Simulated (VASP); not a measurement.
# W (C2/m) in VASP: single point with PBE

Aim: the single point of W with PBE.

Program: VASP 6.6.1. These are calculated values, not measurements. Logs are shortened: lines on timing, memory, paths and dates and some standing lists are left out, and cuts for length are marked.

### Step 1. The cell of the first run

Symmetry: C2/m, No. 12, monoclinic system. The conventional cell has a = 3.243 Å, b = 4.939 Å, c = 2.609 Å, α = 90.00°, β = 118.29°, γ = 90.00°. Within 3.4 Å of W (site symmetry 2/m) lie 14 W at 2.61 to 3.39 Å.

### Step 2. Single point, PBE (strained)

Input file INCAR:

```
ALGO = Fast
EDIFF = 1E-6
ENCUT = 520
GGA = PE
ISIF = 2
ISMEAR = 0
LASPH = True
LCHARG = True
LELF = True
LREAL = False
LVHAR = True
LWAVE = False
NBANDS = 13
NELM = 100
PREC = Accurate
SIGMA = 0.1
```

Input file KPOINTS:

```
k-points
0
Gamma
  16 16 16
```

Input file POSCAR:

```
W
1.0
   -1.6160043830      1.8421341440      1.6504581440
    1.8076803830     -1.7374790480      1.7374790480
    1.4243283830      1.5458030480     -1.5458030480
W
1
Direct
    0.0000000000      0.0000000000      0.0000000000
```

Potentials or basis: VASP PAW PBE potentials, release 64 (W_sv).

Run with:

```sh
$ cat potpaw_PBE.64/W_sv/POTCAR > POTCAR
$ mpirun -np 1 vasp_std > vasp.out
```

OUTCAR:

```text
EDIFF = 1E-6
   ENCUT = 520
   GGA = PE
   ISIF = 2
   ISMEAR = 0
   LASPH = True
   LREAL = False
   NELM = 100
   PREC = Accurate

 ion  position               nearest neighbor table
   1  0.000  0.000  0.000-

  LATTYP: Found a base centered monoclinic cell.
 ALAT       =     3.2433562927
 B/A-ratio  =     1.5228889261
 C/A-ratio  =     0.8044635240
 COS(beta)  =    -0.4739595723

  Lattice vectors:

 A1 = (  -1.6160043830,  -1.6504581440,  -1.8421341440)
 A2 = (  -1.6160043830,   1.8421341440,   1.6504581440)
 A3 = (   1.4243283830,   1.5458030480,  -1.5458030480)

Analysis of symmetry for initial positions (statically):
=====================================================================
 Subroutine PRICEL returns:
 Original cell was already a primitive cell.

 Routine SETGRP: Setting up the symmetry group for a
 base centered monoclinic supercell.

 Subroutine GETGRP returns: Found  4 space group operations
 (whereof  4 operations were pure point group operations)
 out of a pool of  4 trial point group operations.

The static configuration has the point symmetry C_2h.

Analysis of symmetry for dynamics (positions and initial velocities):
=====================================================================
 Subroutine PRICEL returns:
 Original cell was already a primitive cell.

 Routine SETGRP: Setting up the symmetry group for a
 base centered monoclinic supercell.

 Subroutine GETGRP returns: Found  4 space group operations
 (whereof  4 operations were pure point group operations)
 out of a pool of  4 trial point group operations.

The dynamic configuration has the point symmetry C_2h.

 Subroutine INISYM returns: Found  4 space group operations
 (whereof  4 operations are pure point group operations),
 and found     1 'primitive' translations

----------------------------------------------------------------------------------------

                                     Primitive cell

  volume of cell :      18.4027

  direct lattice vectors                    reciprocal lattice vectors
    -1.616004383  1.842134144  1.650458144     0.000000000  0.286320279  0.286320279
     1.807680383 -1.737479048  1.737479048     0.293373670  0.008000475  0.278319805
     1.424328383  1.545803048 -1.545803048     0.329751326  0.314697461 -0.028377181

  length of vectors
     2.954478034  3.050471316  2.609161833     0.404918022  0.404467590  0.456700879

  position of ions in fractional coordinates (direct lattice)
     0.000000000  0.000000000  0.000000000

  ion indices of the primitive-cell ions
   primitive index   ion index
                 1           1

----------------------------------------------------------------------------------------

 KPOINTS: k-points

Automatic generation of k-mesh.
 Grid dimensions read from file:
 generate k-points for:   16   16   16

 Generating k-lattice:

  Cartesian coordinates                     Fractional coordinates (reciprocal lattice)
     0.000000000  0.017895017  0.017895017     0.062500000  0.000000000  0.000000000
     0.018335854  0.000500030  0.017394988    -0.000000000  0.062500000  0.000000000
     0.020609458  0.019668591 -0.001773574     0.000000000 -0.000000000  0.062500000

  Length of vectors
     0.025307376  0.025279224  0.028543805

  Shift w.r.t. Gamma in fractional coordinates (k-lattice)
     0.000000000  0.000000000  0.000000000

 Subroutine IBZKPT returns following result:
 ===========================================

 Found   1098 irreducible k-points:

 Following reciprocal coordinates:
            Coordinates               Weight
  0.000000  0.000000  0.000000      1.000000
  0.062500  0.000000  0.000000      2.000000
  0.125000  0.000000  0.000000      2.000000
  0.187500  0.000000  0.000000      2.000000
  0.250000  0.000000  0.000000      2.000000
  0.312500  0.000000  0.000000      2.000000
[... 16 lines left out ...]
  0.312500  0.125000  0.000000      4.000000
  0.375000  0.125000  0.000000      4.000000
 [... further k-points ...]
   k-points           NKPTS =   1098   k-points in BZ     NKDIM =   1098   number of bands    NBANDS=     13
   number of dos      NEDOS =    301   number of ions     NIONS =      1
   total plane-waves  NPLWV =  11520
   dimension x,y,z NGX =    24 NGY =   24 NGZ =   20
   dimension x,y,z NGXF=    48 NGYF=   48 NGZF=   40
   ions per type =               1
   NGX,Y,Z   is equivalent  to a cutoff of  13.50, 13.08, 12.74 a.u.
   NGXF,Y,Z  is equivalent  to a cutoff of  27.01, 26.16, 25.49 a.u.
 SYSTEM =  unknown system
   PREC   = accura    normal or accurate (medium, high low for compatibility)
   ISTART =      0    job   : 0-new  1-cont  2-samecut
   ICHARG =      2    charge: 1-file 2-atom 10-const
   ISPIN  =      1    spin polarized calculation?
   LNONCOLLINEAR =      F non collinear calculations
   LSORBIT =      F    spin-orbit coupling
   LASPH  =      T    aspherical Exc in radial PAW
   ENCUT  =  520.0 eV  38.22 Ry    6.18 a.u.   5.49  5.67  4.85*2*pi/ulx,y,z
   NELM   =    100;   NELMIN=  2; NELMDL= -5     # of ELM steps
   EDIFF  = 0.1E-05   stopping-criterion for ELM
   LREAL  =      F    real-space projection
   EDIFFG = 0.1E-04   stopping-criterion for IOM
   NSW    =      0    number of steps for IOM
   IBRION =     -1    ionic relax: 0-MD 1-quasi-New 2-CG
   NFREE  =      0    steps in history (QN), initial steepest desc. (CG)
   ISIF   =      2    stress and relaxation
   ISYM   =      2    0-nonsym 1-usesym 2-fastsym
   POTIM  = 0.5000    time-step for ionic-motion
   TEBEG  =    0.0;   TEEND  =   0.0 temperature during run
   PSTRESS=    0.0 pullay stress
   NELECT =      14.0000    total number of electrons
   NUPDOWN=      -1.0000    fix difference up-down
   EMIN   =  10.00;   EMAX   =-10.00  energy-range for DOS
   EFERMI =   0.00;   METHOD = LEGACY
   ISMEAR =     0;   SIGMA  =   0.10  broadening in eV -4-tet -1-fermi 0-gaus
   EFERMI_NEDOS =   21; number of points for ismear=-14 and -15
   IALGO  =     68    algorithm
   IMIX   =      4    mixing-type and parameters
     AMIX     =   0.40;   BMIX     =  1.00
     AMIX_MAG =   1.60;   BMIX_MAG =  1.00
  volume/ion in A,a.u.               =      18.40       124.19
  Fermi-wavevector in a.u.,A,eV,Ry     =   1.494481  2.824160 30.388271  2.233475
  Thomas-Fermi vector in A             =   2.606749
   LORBIT       =      0    0 simple, 1 ext, 2 COOP (PROOUT), +10 PAW based schemes
   GGA     = PE    functional components
   LHFCALC =     F    Hartree Fock is set to
   AEXX    =    0.0000 exact exchange contribution
   IVDW    =     0    specifies the selected vdW correction
   LEPSILON=     F    determine dielectric tensor
   LRPA    =     F    only Hartree local field effects (RPA)
 non-spin polarized calculation
 RMM-DIIS sequential band-by-band and
 Gauss-broadening in eV      SIGMA  =   0.10
  energy-cutoff  :      520.00
  volume of cell :       18.40
 maximum number of plane-waves:       507
 NGX is ok and might be reduce to    24
   NGX = 11   NGY = 11   NGZ =  9

 number of electron      13.9999999 magnetization

 Free energy of the ion-electron system (eV)
  ---------------------------------------------------
  ext. energy  EPLUGINS =         0.00000000
  ---------------------------------------------------
  free energy    TOTEN  =       -12.49999883 eV

  energy without entropy =      -12.49745494  energy(sigma->0) =      -12.49872689

 E-fermi :   9.4439     XC(G=0): -12.7888

 val. band max:        9.4413857139   @ k =   0.0000   0.0625   0.1250
 cond. band min:       9.4476283341   @ k =   0.0625  -0.1250   0.2500
 fundamental gap:      0.0062426202
 Fermi energy:         9.4439497492

 k-point     1 :       0.0000    0.0000    0.0000
  band No.  band energies     occupation
      1     -64.9768      2.00000
      2     -28.8542      2.00000
      3     -28.8113      2.00000
      4     -28.3507      2.00000
      5       0.6380      2.00000
      6       6.8085      2.00000
      7       8.5669      2.00000
      8       8.8320      2.00000
      9      11.6428      0.00000
     10      12.3318      0.00000
     11      21.9770      0.00000
     12      23.8897      0.00000
     13      24.9297      0.00000

 k-point     2 :       0.0625    0.0000    0.0000
  band No.  band energies     occupation
      1     -64.9749      2.00000
      2     -28.8596      2.00000
      3     -28.8370      2.00000
      4     -28.3520      2.00000
      5       0.7791      2.00000
      6       6.8031      2.00000
      7       8.6922      2.00000
      8       8.6984      2.00000
      9      11.6037      0.00000
     10      12.3350      0.00000
     11      22.3072      0.00000
     12      23.9391      0.00000
     13      25.0058      0.00000

 k-point     3 :       0.1250    0.0000    0.0000
  band No.  band energies     occupation
      1     -64.9697      2.00000
      2     -28.9097      2.00000
      3     -28.8753      2.00000
      4     -28.3558      2.00000
      5       1.1865      2.00000
      6       6.7882      2.00000
      7       8.3414      2.00000
      8       9.0613      2.00000
      9      11.5285      0.00000
     10      12.3504      0.00000
     11      23.1593      0.00000
     12      23.9918      0.00000
     13      25.0999      0.00000

 k-point     4 :       0.1875    0.0000    0.0000
  band No.  band energies     occupation
      1     -64.9617      2.00000
      2     -29.0171      2.00000
      3     -28.8990      2.00000
      4     -28.3609      2.00000
      5       1.8081      2.00000
      6       6.7689      2.00000
      7       7.8821      2.00000
      8       9.6516      0.00332
      9      11.4873      0.00000
     10      12.3934      0.00000
     11      23.6754      0.00000
     12      23.7827      0.00000
     13      25.3592      0.00000

 k-point     5 :       0.2500    0.0000    0.0000
  band No.  band energies     occupation
      1     -64.9524      2.00000
      2     -29.1417      2.00000
      3     -28.9276      2.00000
      4     -28.3663      2.00000
      5       2.5393      2.00000
      6       6.7384      2.00000
      7       7.5102      2.00000
      8      10.4151      0.00000
      9      11.5113      0.00000
     10      12.4865      0.00000
     11      22.5253      0.00000
     12      23.1267      0.00000
     13      26.7322      0.00000
[... 257 lines left out ...]
 k-point    22 :       0.2500    0.1250    0.0000
  band No.  band energies     occupation
      1     -64.9409      2.00000
      2     -29.2710      2.00000
      3     -28.9880      2.00000
      4     -28.3760      2.00000
      5       3.5618      2.00000
      6       6.5855      2.00000
      7       7.0816      2.00000
      8      11.7131      0.00000
      9      11.8630      0.00000
     10      12.7127      0.00000
     11      20.1519      0.00000
     12      22.3814      0.00000
     13      27.3390      0.00000

 k-point    23 :       0.3125    0.1250    0.0000
  band No.  band energies     occupation
      1     -64.9336      2.00000
      2     -29.3536      2.00000
      3     -29.0227      2.00000
      4     -28.3798      2.00000
      5       4.0144      2.00000
      6       6.3804      2.00000
      7       7.5160      2.00000
      8      11.8081      0.00000
      9      12.3816      0.00000
     10      13.3029      0.00000
     11      18.4365      0.00000
     12      21.3677      0.00000
     13      26.9374      0.00000

 k-point    24 :       0.3750    0.1250    0.0000
  band No.  band energies     occupation
      1     -64.9287      2.00000
      2     -29.4082      2.00000
      3     -29.0460      2.00000
      4     -28.3821      2.00000
      5       4.2050      2.00000
      6       6.2538      2.00000
      7       8.1125      2.00000
      8      11.8321      0.00000
      9      12.5847      0.00000
     10      14.0926      0.00000
     11      17.0883      0.00000
     12      20.5256      0.00000
     13      26.3569      0.00000

 [... further k-points ...]
[... 5 lines left out ...]
  --------------------------------------------------------------------------------------
  -------------------------------------------------------------------------------------
  Total       -2.1877849     -3.1145504     -3.1145504      1.6281431     -1.3221254     -1.6281428
  in kB     -190.4733798   -271.1596272   -271.1596272    141.7497308   -115.1071537   -141.7497051
  external PRESSURE =    -244.2642114 kB  Pullay stress =       0.0000000 kB

 VOLUME and BASIS-vectors are now :
 -----------------------------------------------------------------------------
  energy-cutoff  :      520.00
  volume of cell :       18.40
      direct lattice vectors                 reciprocal lattice vectors
    -1.616004383  1.842134144  1.650458144     0.000000000  0.286320279  0.286320279
     1.807680383 -1.737479048  1.737479048     0.293373670  0.008000475  0.278319805
     1.424328383  1.545803048 -1.545803048     0.329751326  0.314697461 -0.028377181

 POSITION                                       TOTAL-FORCE (eV/Angst)
 -----------------------------------------------------------------------------------
      0.00000      0.00000      0.00000         0.000000     -0.000000     -0.000000
 -----------------------------------------------------------------------------------
    total drift:                                0.000000      0.000000      0.000000

  FREE ENERGIE OF THE ION-ELECTRON SYSTEM (eV)
  ---------------------------------------------------
  free  energy   TOTEN  =       -12.4999988337 eV

  energy  without entropy=      -12.4974549411  energy(sigma->0) =      -12.49872689
```

Wall time 68 s (1 thread of Intel Xeon 6975P-C (Granite Rapids), shared host); peak memory 0.34 GiB.

What came out:

```yaml
Free_energy: -12.5000 eV
Pressure: -24.4 GPa
Band_gap_on_the_k_mesh: zero (band 7 reaches 12.34 eV, above the bottom of band 8 at 8.60 eV)
```

Caveat: the cell differs from its parent crystal (strained); spin-orbit coupling is left out, which moves the levels of the heavy elements.
